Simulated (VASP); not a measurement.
# Li27ClF26 (a cell with a defect) in VASP: single point with PBE

Aim: the single point of Li27ClF26 (a cell with a defect) with PBE.

Program: VASP 6.6.1. These are calculated values, not measurements. Logs are shortened: lines on timing, memory, paths and dates and some standing lists are left out, and cuts for length are marked.

### 1 The cell of the first run

The cell holds a defect, 54 atoms: a = 8.545 Å, b = 8.545 Å, c = 8.545 Å, α = 60.00°, β = 60.00°, γ = 60.00°.

### 2 Single point, PBE

The input, INCAR:

```
PREC = Accurate
ENCUT = 520
EDIFF = 1E-7
ISMEAR = -1
SIGMA = 0.01
LREAL = Auto
LASPH = True
NELM = 60
ALGO = Normal
ISIF = 2
LWAVE = False
LCHARG = True
GGA = PE
LELF = True
LVHAR = True
NBANDS = 168
```

The input, KPOINTS:

```
Automatic mesh
0
Gamma
  3 3 3
```

The input, POSCAR:

```
Li27ClF26
1.0
    0.0000000000      6.0420000000      6.0420000000
    6.0420000000      0.0000000000      6.0420000000
    6.0420000000      6.0420000000      0.0000000000
Li Cl F
27 1 26
Direct
    0.0000208226      0.0000208226      0.0000208226
   -0.0156646057     -0.0156646057      0.3489979390
    0.0000208226      0.0000208226      0.6666041988
   -0.0156646057      0.3489979390     -0.0156646057
   -0.0156646057      0.3489979390      0.3489979390
    0.0019832772      0.3313500561      0.6666666667
    0.0000208226      0.6666041988      0.0000208226
    0.0019832772      0.6666666667      0.3313500561
    0.0019832772      0.6666666667      0.6666666667
    0.3489979390     -0.0156646057     -0.0156646057
    0.3489979390     -0.0156646057      0.3489979390
    0.3313500561      0.0019832772      0.6666666667
    0.3489979390      0.3489979390     -0.0156646057
    0.3333125107      0.3333125107      0.3333125107
    0.3333125107      0.3333125107      0.6667291346
    0.3313500561      0.6666666667      0.0019832772
    0.3333125107      0.6667291346      0.3333125107
    0.3313500561      0.6666666667      0.6666666667
    0.6666041988      0.0000208226      0.0000208226
    0.6666666667      0.0019832772      0.3313500561
    0.6666666667      0.0019832772      0.6666666667
    0.6666666667      0.3313500561      0.0019832772
    0.6667291346      0.3333125107      0.3333125107
    0.6666666667      0.3313500561      0.6666666667
    0.6666666667      0.6666666667      0.0019832772
    0.6666666667      0.6666666667      0.3313500561
    0.6666666667      0.6666666667      0.6666666667
    0.1666666667      0.1666666667      0.1666666667
    0.1666666667      0.1666666667      0.5064213661
    0.1666666667      0.1666666667      0.8269119672
    0.1666666667      0.5064213661      0.1666666667
    0.1659009473      0.5002552398      0.5002552398
    0.1666666667      0.5064213661      0.8269119672
    0.1666666667      0.8269119672      0.1666666667
    0.1666666667      0.8269119672      0.5064213661
    0.1674323860      0.8330780935      0.8330780935
    0.5064213661      0.1666666667      0.1666666667
    0.5002552398      0.1659009473      0.5002552398
    0.5064213661      0.1666666667      0.8269119672
    0.5002552398      0.5002552398      0.1659009473
    0.5002552398      0.5002552398      0.5002552398
    0.5024114714      0.5024114714      0.8309218619
    0.5064213661      0.8269119672      0.1666666667
    0.5024114714      0.8309218619      0.5024114714
    0.5024114714      0.8309218619      0.8309218619
    0.8269119672      0.1666666667      0.1666666667
    0.8269119672      0.1666666667      0.5064213661
    0.8330780935      0.1674323860      0.8330780935
    0.8269119672      0.5064213661      0.1666666667
    0.8309218619      0.5024114714      0.5024114714
    0.8309218619      0.5024114714      0.8309218619
    0.8330780935      0.8330780935      0.1674323860
    0.8309218619      0.8309218619      0.5024114714
    0.8330780935      0.8330780935      0.8330780935
```

Potentials or basis: VASP PAW PBE potentials, release 64 (Li_sv, Cl, F).

On the command line:

```sh
> cat potpaw_PBE.64/Li_sv/POTCAR potpaw_PBE.64/Cl/POTCAR potpaw_PBE.64/F/POTCAR > POTCAR
> mpirun -np 1 vasp_std > vasp.out
```

OUTCAR:

```text
PREC = Accurate
   ENCUT = 520
   EDIFF = 1E-7
   ISMEAR = -1
   LREAL = Auto
   LASPH = True
   NELM = 60
   ISIF = 2
   GGA = PE

 ion  position               nearest neighbor table
   1  0.000  0.000  0.000-  34 2.01  46 2.01  30 2.01  36 2.02  48 2.02  52 2.02
   2  0.984  0.984  0.349-  53 1.85  46 2.06  34 2.06  47 2.06  35 2.06  28 2.20
   3  0.000  0.000  0.667-  35 2.01  47 2.01  29 2.01  36 2.02  48 2.02  54 2.02
   4  0.984  0.349  0.984-  51 1.85  46 2.06  30 2.06  49 2.06  33 2.06  28 2.20
   5  0.984  0.349  0.349-  50 1.85  49 2.06  47 2.06  31 2.06  29 2.06  28 2.20
   6  0.002  0.331  0.667-  29 1.96  30 1.96  48 2.01  32 2.01  51 2.03  50 2.03
[... 46 lines left out ...]
  53  0.831  0.831  0.502-   2 1.85  27 1.98  20 2.03   8 2.03  21 2.03   9 2.03
  54  0.833  0.833  0.833-   9 2.01  21 2.01  25 2.01   7 2.02  19 2.02   3 2.02

  LATTYP: Found a face centered cubic cell.
 ALAT       =    12.0840000000

  Lattice vectors:

 A1 = (   0.0000000000,   6.0420000000,   6.0420000000)
 A2 = (   6.0420000000,   0.0000000000,   6.0420000000)
 A3 = (   6.0420000000,   6.0420000000,   0.0000000000)

Analysis of symmetry for initial positions (statically):
=====================================================================
 Subroutine PRICEL returns:
 Original cell was already a primitive cell.

 Routine SETGRP: Setting up the symmetry group for a
 face centered cubic supercell.

 Subroutine GETGRP returns: Found 48 space group operations
 (whereof  6 operations were pure point group operations)
 out of a pool of 48 trial point group operations.

The static configuration has the point symmetry C_3v.
 The point group associated with its full space group is O_h .

Analysis of symmetry for dynamics (positions and initial velocities):
=====================================================================
 Subroutine PRICEL returns:
 Original cell was already a primitive cell.

 Routine SETGRP: Setting up the symmetry group for a
 face centered cubic supercell.

 Subroutine GETGRP returns: Found 48 space group operations
 (whereof  6 operations were pure point group operations)
 out of a pool of 48 trial point group operations.

The dynamic configuration has the point symmetry C_3v.
 The point group associated with its full space group is O_h .

 Subroutine INISYM returns: Found 48 space group operations
 (whereof  6 operations are pure point group operations),
 and found     1 'primitive' translations

----------------------------------------------------------------------------------------

                                     Primitive cell

  volume of cell :     441.1357

  direct lattice vectors                    reciprocal lattice vectors
     0.000000000  6.042000000  6.042000000    -0.082754055  0.082754055  0.082754055
     6.042000000  0.000000000  6.042000000     0.082754055 -0.082754055  0.082754055
     6.042000000  6.042000000  0.000000000     0.082754055  0.082754055 -0.082754055

  length of vectors
     8.544678344  8.544678344  8.544678344     0.143334228  0.143334228  0.143334228

  position of ions in fractional coordinates (direct lattice)
     0.000020823  0.000020823  0.000020823
     0.984335394  0.984335394  0.348997939
     0.000020823  0.000020823  0.666604199
     0.984335394  0.348997939  0.984335394
     0.984335394  0.348997939  0.348997939
     0.001983277  0.331350056  0.666666667
[... 46 lines left out ...]
     0.830921862  0.830921862  0.502411471
     0.833078093  0.833078093  0.833078093

  ion indices of the primitive-cell ions
   primitive index   ion index
                 1           1
                 2           2
                 3           3
                 4           4
                 5           5
                 6           6
[... 46 lines left out ...]
                53          53
                54          54

----------------------------------------------------------------------------------------

 KPOINTS: Automatic mesh

Automatic generation of k-mesh.
 Grid dimensions read from file:
 generate k-points for:    3    3    3

 Generating k-lattice:

  Cartesian coordinates                     Fractional coordinates (reciprocal lattice)
    -0.027584685  0.027584685  0.027584685     0.333333333  0.000000000  0.000000000
     0.027584685 -0.027584685  0.027584685     0.000000000  0.333333333  0.000000000
     0.027584685  0.027584685 -0.027584685     0.000000000  0.000000000  0.333333333

  Length of vectors
     0.047778076  0.047778076  0.047778076

  Shift w.r.t. Gamma in fractional coordinates (k-lattice)
     0.000000000  0.000000000  0.000000000

 Subroutine IBZKPT returns following result:
 ===========================================

 Found      4 irreducible k-points:

 Following reciprocal coordinates:
            Coordinates               Weight
  0.000000  0.000000  0.000000      1.000000
  0.333333  0.000000  0.000000      8.000000
  0.333333  0.333333  0.000000      6.000000
 -0.333333  0.333333  0.000000     12.000000
   k-points           NKPTS =      4   k-points in BZ     NKDIM =      4   number of bands    NBANDS=    168
   number of dos      NEDOS =    301   number of ions     NIONS =     54
   total plane-waves  NPLWV = 262144
   dimension x,y,z NGX =    64 NGY =   64 NGZ =   64
   dimension x,y,z NGXF=   128 NGYF=  128 NGZF=  128
   ions per type =              27   1  26
   NGX,Y,Z   is equivalent  to a cutoff of  12.45, 12.45, 12.45 a.u.
   NGXF,Y,Z  is equivalent  to a cutoff of  24.90, 24.90, 24.90 a.u.
 SYSTEM =  unknown system
   PREC   = accura    normal or accurate (medium, high low for compatibility)
   ISTART =      0    job   : 0-new  1-cont  2-samecut
   ICHARG =      2    charge: 1-file 2-atom 10-const
   ISPIN  =      1    spin polarized calculation?
   LNONCOLLINEAR =      F non collinear calculations
   LSORBIT =      F    spin-orbit coupling
   LASPH  =      T    aspherical Exc in radial PAW
   ENCUT  =  520.0 eV  38.22 Ry    6.18 a.u.  15.89 15.89 15.89*2*pi/ulx,y,z
   NELM   =     60;   NELMIN=  2; NELMDL= -5     # of ELM steps
   EDIFF  = 0.1E-06   stopping-criterion for ELM
   LREAL  =      T    real-space projection
   EDIFFG = 0.1E-05   stopping-criterion for IOM
   NSW    =      0    number of steps for IOM
   IBRION =     -1    ionic relax: 0-MD 1-quasi-New 2-CG
   NFREE  =      0    steps in history (QN), initial steepest desc. (CG)
   ISIF   =      2    stress and relaxation
   ISYM   =      2    0-nonsym 1-usesym 2-fastsym
   POTIM  = 0.5000    time-step for ionic-motion
   TEBEG  =    0.0;   TEEND  =   0.0 temperature during run
   PSTRESS=    0.0 pullay stress
   NELECT =     270.0000    total number of electrons
   NUPDOWN=      -1.0000    fix difference up-down
   EMIN   =  10.00;   EMAX   =-10.00  energy-range for DOS
   EFERMI =   0.00;   METHOD = LEGACY
   ISMEAR =    -1;   SIGMA  =   0.01  broadening in eV -4-tet -1-fermi 0-gaus
   EFERMI_NEDOS =   21; number of points for ismear=-14 and -15
   IALGO  =     38    algorithm
   IMIX   =      4    mixing-type and parameters
     AMIX     =   0.40;   BMIX     =  1.00
     AMIX_MAG =   1.60;   BMIX_MAG =  1.00
  volume/ion in A,a.u.               =       8.17        55.13
  Fermi-wavevector in a.u.,A,eV,Ry     =   1.389970  2.626662 26.286674  1.932016
  Thomas-Fermi vector in A             =   2.513950
   LORBIT       =      0    0 simple, 1 ext, 2 COOP (PROOUT), +10 PAW based schemes
   GGA     = PE    functional components
   LHFCALC =     F    Hartree Fock is set to
   AEXX    =    0.0000 exact exchange contribution
   IVDW    =     0    specifies the selected vdW correction
   LEPSILON=     F    determine dielectric tensor
   LRPA    =     F    only Hartree local field effects (RPA)
 non-spin polarized calculation
  energy-cutoff  :      520.00
  volume of cell :      441.14
 maximum number of plane-waves:     11935
   NGX = 31   NGY = 31   NGZ = 31

 number of electron     270.0000009 magnetization

 Free energy of the ion-electron system (eV)
  ---------------------------------------------------
  ext. energy  EPLUGINS =         0.00000000
  ---------------------------------------------------
  free energy    TOTEN  =      -256.28981655 eV

  energy without entropy =     -256.28981655  energy(sigma->0) =     -256.28981655

 E-fermi :   0.6167     XC(G=0): -10.0794

 val. band max:        0.3048916898   @ k =   0.0000   0.0000   0.0000
 cond. band min:       8.4771804843   @ k =   0.0000   0.0000   0.0000
 fundamental gap:      8.1722887945
 Fermi energy:         0.6166750445

 k-point     1 :       0.0000    0.0000    0.0000
  band No.  band energies     occupation
      1     -41.6820      2.00000
      2     -41.6541      2.00000
      3     -41.6541      2.00000
      4     -41.6541      2.00000
      5     -41.6468      2.00000
      6     -41.6468      2.00000
[... 139 lines left out ...]
    146      12.0780      0.00000
    147      12.1635      0.00000

 k-point     2 :       0.3333    0.0000    0.0000
  band No.  band energies     occupation
      1     -41.6758      2.00000
      2     -41.6617      2.00000
      3     -41.6531      2.00000
      4     -41.6531      2.00000
      5     -41.6489      2.00000
      6     -41.6489      2.00000
[... 139 lines left out ...]
    146      11.1849      0.00000
    147      11.2935      0.00000

 k-point     3 :       0.3333    0.3333    0.0000
  band No.  band energies     occupation
      1     -41.6739      2.00000
      2     -41.6570      2.00000
      3     -41.6563      2.00000
      4     -41.6563      2.00000
      5     -41.6532      2.00000
      6     -41.6462      2.00000
[... 139 lines left out ...]
    146      11.4803      0.00000
    147      11.4803      0.00000

 k-point     4 :      -0.3333    0.3333    0.0000
  band No.  band energies     occupation
      1     -41.6679      2.00000
      2     -41.6633      2.00000
      3     -41.6608      2.00000
      4     -41.6548      2.00000
      5     -41.6502      2.00000
      6     -41.6479      2.00000
[... 139 lines left out ...]
    146      11.1066      0.00000
    147      11.2400      0.00000
 [bands above 147 left out]

------------------------ aborting loop because EDIFF is reached ----------------------------------------

  FORCE on cell =-STRESS in cart. coord.  units (eV):
  Direction    XX          YY          ZZ          XY          YZ          ZX
  --------------------------------------------------------------------------------------
  -------------------------------------------------------------------------------------
  Total       13.3135769     13.3135769     13.3135769     -0.0000000     -0.0000000     -0.0000000
  in kB       48.3540856     48.3540856     48.3540856     -0.0000000     -0.0000000     -0.0000000
  external PRESSURE =      48.3540856 kB  Pullay stress =       0.0000000 kB

 VOLUME and BASIS-vectors are now :
 -----------------------------------------------------------------------------
  energy-cutoff  :      520.00
  volume of cell :      441.14
      direct lattice vectors                 reciprocal lattice vectors
     0.000000000  6.042000000  6.042000000    -0.082754055  0.082754055  0.082754055
     6.042000000  0.000000000  6.042000000     0.082754055 -0.082754055  0.082754055
     6.042000000  6.042000000  0.000000000     0.082754055  0.082754055 -0.082754055

 POSITION                                       TOTAL-FORCE (eV/Angst)
 -----------------------------------------------------------------------------------
      0.00025      0.00025      0.00025         0.000458      0.000458      0.000458
      8.05600      8.05600     11.89471         0.000000      0.000000      0.020478
      4.02775      4.02775      0.00025        -0.000458     -0.000458      0.000458
      8.05600     11.89471      8.05600         0.000000      0.020478     -0.000000
      4.21729      8.05600      8.05600        -0.020478      0.000000     -0.000000
      6.03002      4.03998      2.01400         0.005634     -0.005634     -0.000000
[... 46 lines left out ...]
      8.05600      8.05600     10.04086         0.000000      0.000000      0.000428
     10.06692     10.06692     10.06692        -0.000674     -0.000674     -0.000674
 -----------------------------------------------------------------------------------
    total drift:                                0.000216      0.000216      0.000216

  FREE ENERGIE OF THE ION-ELECTRON SYSTEM (eV)
  ---------------------------------------------------
  free  energy   TOTEN  =      -256.2898165511 eV

  energy  without entropy=     -256.2898165511  energy(sigma->0) =     -256.28981655
```

Wall time 8 min (1 thread of Intel Xeon Platinum 8488C (Sapphire Rapids), shared host); peak memory 0.65 GiB.

Results:

- Free energy: -256.2898 eV
- Largest force: 0.020 eV/Å
- Band gap on the k mesh: 8.17 eV

Forces in eV/Å, atoms in the order of the input:
```
Li   0.000  0.000  0.000
Li   0.000  0.000  0.020
Li   0.000  0.000  0.000
Li   0.000  0.020  0.000
Li  -0.020  0.000  0.000
Li   0.006 -0.006  0.000
Li   0.000  0.000  0.000
Li   0.006  0.000 -0.006
Li   0.000 -0.006 -0.006
Li   0.020  0.000  0.000
Li   0.000 -0.020  0.000
Li  -0.006  0.006  0.000
Li   0.000  0.000 -0.020
Li   0.000  0.000  0.000
Li   0.000  0.000  0.000
Li  -0.006  0.000  0.006
Li   0.000  0.000  0.000
Li   0.000  0.006  0.006
Li   0.000  0.000  0.000
Li   0.000  0.006 -0.006
Li  -0.006  0.000 -0.006
Li   0.000 -0.006  0.006
Li   0.000  0.000  0.000
Li   0.006  0.000  0.006
Li  -0.006 -0.006  0.000
Li   0.006  0.006  0.000
Li   0.000  0.000  0.000
Cl   0.000  0.000  0.000
F    0.007  0.007  0.000
F   -0.007 -0.007  0.000
F    0.007  0.000  0.007
F    0.001 -0.001 -0.001
F    0.000 -0.007  0.007
F   -0.007  0.000 -0.007
F    0.000  0.007 -0.007
F   -0.001  0.001  0.001
F    0.000  0.007  0.007
F   -0.001  0.001 -0.001
F   -0.007  0.000  0.007
F   -0.001 -0.001  0.001
F    0.001  0.001  0.001
F    0.000  0.000  0.000
F   -0.007  0.007  0.000
F    0.000  0.000  0.000
F    0.000  0.000  0.000
F    0.000 -0.007 -0.007
F    0.007  0.000 -0.007
F    0.001 -0.001  0.001
F    0.007 -0.007  0.000
F    0.000  0.000  0.000
F    0.000  0.000  0.000
F    0.001  0.001 -0.001
F    0.000  0.000  0.000
F   -0.001 -0.001 -0.001
```

Caveat: the cutoff is under 1.25 times the usual one of these potentials, so pressure, stress and relaxed cells hold a basis-set (Pulay) error.
